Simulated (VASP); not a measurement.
Crystal: W.

```
CELL_PARAMETERS angstrom
2.80966 0.00000 0.00000
0.00000 4.86387 0.00000
0.00000 0.00000 4.92370
ATOMIC_POSITIONS crystal
W 0.79317 0.93684 0.75000
W 0.20683 0.43684 0.75000
W 0.20683 0.06316 0.25000
W 0.79317 0.56316 0.25000
```

```yaml
Program: VASP 6.6.1
Task: relaxation of the atoms
Functional: PBE
Potentials_or_basis: VASP PAW PBE potentials, release 64 (W_sv)
Cutoff: 520 eV
k_mesh: 7 × 5 × 5
Occupations: fermi-dirac, width 0.05 eV
Spin: no spin polarisation
```

At the start: pressure -2.4 GPa; volume 16.82 Å³/atom.

Task: Where does the relaxation end?

Result: Over 31 steps the energy falls by 126.7 meV/atom at a fixed cell; space group Pbcm (No. 57, to 0.1 Å) before, I4/mmm (No. 139, to 0.1 Å).

Step by step:
| step | energy change (eV) | largest force (eV/Å) | pressure (GPa) |
| --- | --- | --- | --- |
| 1 | 0.0000 | 0.0254 | -2.45 |
| 2 | -0.0001 | 0.0289 | -2.48 |
| 3 | -0.0006 | 0.0405 | -2.59 |
| 4 | -0.0021 | 0.0712 | -2.82 |
| 5 | -0.0077 | 0.1513 | -3.22 |
| 6 | -0.0312 | 0.3505 | -3.96 |
| 7 | -0.1109 | 0.5719 | -4.75 |
| 8 | -0.2074 | 0.5798 | -3.84 |
| 9 | -0.2076 | 0.5798 | -3.94 |
| 10 | -0.2076 | 0.5797 | -3.95 |
| 11 | -0.2076 | 0.5797 | -3.94 |
| 12 | -0.2077 | 0.5795 | -3.94 |
| 13 | -0.2078 | 0.5795 | -3.92 |
| 14 | -0.2079 | 0.5800 | -3.88 |
| 15 | -0.2080 | 0.5803 | -3.80 |
| 16 | -0.2082 | 0.5803 | -3.79 |
| 17 | -0.2087 | 0.5803 | -3.80 |
| 18 | -0.2098 | 0.5804 | -3.80 |
| 19 | -0.2119 | 0.5806 | -3.81 |
| 20 | -0.2162 | 0.5807 | -3.84 |
| 21 | -0.2247 | 0.5803 | -3.90 |
| 22 | -0.2418 | 0.5789 | -4.00 |
| 23 | -0.2758 | 0.5716 | -4.23 |
| 24 | -0.3414 | 0.5336 | -4.63 |
| 25 | -0.4472 | 0.3488 | -5.21 |
| 26 | -0.4713 | 0.3403 | -4.96 |
| 27 | -0.4954 | 0.1878 | -5.31 |
| 28 | -0.5027 | 0.1157 | -5.38 |
| 29 | -0.5068 | 0.0200 | -5.42 |
| 30 | -0.5069 | 0.0168 | -5.42 |
| 31 | -0.5069 | 0.0083 | -5.42 |

Final structure:
```
W
1.0
     2.80966    0.00000    0.00000
     0.00000    4.86387    0.00000
     0.00000    0.00000    4.92370
W
4
Direct
  0.75029 0.00023 0.75000
  0.24971 0.50023 0.75000
  0.24971 0.99977 0.25000
  0.75029 0.49977 0.25000
```
